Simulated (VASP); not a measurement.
Runs of VASP 6.6.1 on Pt. The structure is that of space group P6_3/mmc (No. 194), or close to it. The cells are those of the table. 

```tsv
cell	gap on the mesh (eV)	pressure (GPa)
a = 2.650, b = 2.650, c = 4.409 Å, angles 90.0, 90.0, 120.0°, 2 atoms	none	(b)
a = 2.761, b = 2.761, c = 5.176 Å, angles 90.0, 90.0, 120.0°, 2 atoms	none	-21.9
a = 2.540, b = 2.540, c = 4.409 Å, angles 90.0, 90.0, 120.0°, 2 atoms	none	(a)
a = 2.650, b = 2.650, c = 4.792 Å, angles 90.0, 90.0, 120.0°, 2 atoms	none	13.7
a = 2.540, b = 2.540, c = 4.984 Å, angles 90.0, 90.0, 120.0°, 2 atoms	none	42.5
```

Alike in all rows: task single point; level PBEsol; potentials or basis VASP PAW PBE potentials, release 64 (Pt); no spin polarisation; k mesh 18 × 18 × 10; cutoff (eV) 520; smearing gaussian 0.15 eV.

**Question.** Fill in the values left out.

**Answer.** (a) 101.0; (b) 46.5.

Caveats: the PAW data sets were made with another functional, which shifts forces and pressure a little; spin-orbit coupling is left out, which moves the levels of the heavy elements.

A k mesh can miss the band edges, and the runs leave out spin-orbit coupling on Pt.

A gap of «none» marks levels without a gap at the run's occupations.
